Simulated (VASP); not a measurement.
Write the native input for VASP 6.6.1 that does the following.

| Property | Result |
| --- | --- |
| Task | relaxation of cell and atoms |
| Functional | PBE |
| Potentials or basis | VASP PAW PBE potentials, release 64 (Mg, O) |
| Cutoff | 600 eV |
| k mesh | 8 × 8 × 8 |
| Occupations | gaussian, width 0.01 eV |
| Spin | no spin polarisation |
| Dipole correction | no |
| Further INCAR settings | ALGO = Normal; EDIFF = 1e-06; IBRION = 2; EDIFFG = -0.002; NSW = 80; ISIF = 3 |

The structure of MgO lies in POSCAR:

```
MgO
1.0
    0.0000000000      2.1085000000      2.1085000000
    2.1085000000      0.0000000000      2.1085000000
    2.1085000000      2.1085000000      0.0000000000
Mg O
1 1
Direct
    0.0000000000      0.0000000000      0.0000000000
    0.5000000000      0.5000000000      0.5000000000
```

One way to write it, as run:

INCAR

```
PREC     = Accurate       # precision mode
ENCUT    = 600            # plane-wave cutoff, eV
EDIFF    = 1E-6           # SCF threshold, eV
ISMEAR   = 0              # smearing method
SIGMA    = 0.01           # smearing width, eV
LREAL    = False          # projectors in reciprocal space
LASPH    = True           # aspherical terms in the spheres
NELM     = 100            # most SCF steps
ALGO     = Normal         # electronic algorithm
ISIF     = 3              # what is computed and relaxed
LWAVE    = False          # write WAVECAR
LCHARG   = False          # write CHGCAR
GGA      = PE             # functional
IBRION   = 2              # ionic algorithm
NSW      = 80             # ionic steps
EDIFFG   = -0.002         # ionic threshold
```

KPOINTS

```
Automatic mesh
0
Gamma
  8 8 8
```

Potentials or basis: VASP PAW PBE potentials, release 64 (Mg, O).

Command:

```sh
$ cat potpaw_PBE.64/Mg/POTCAR potpaw_PBE.64/O/POTCAR > POTCAR
$ mpirun -np 1 vasp_std > vasp.out
```

It gave:

```
Relaxed volume                         : 9.56 Å³/atom
Relaxed cell                           : a = 3.002 Å, b = 3.002 Å, c = 3.002 Å, α = 60.00°, β = 60.00°, γ = 60.00°
Space group after relaxing (to 0.05 Å) : Fm-3m (No. 225)
Energy gained by relaxing              : 1.8 meV/atom
Ionic steps                            : 3
Pressure after relaxing                : 0.0 GPa
Band gap on the k mesh                 : 4.50 eV, direct
```

Wall time 4.8 s on 1 thread of Intel(R) Xeon(R) 6975P-C (Granite Rapids) (shared host), peak memory 0.14 GiB.
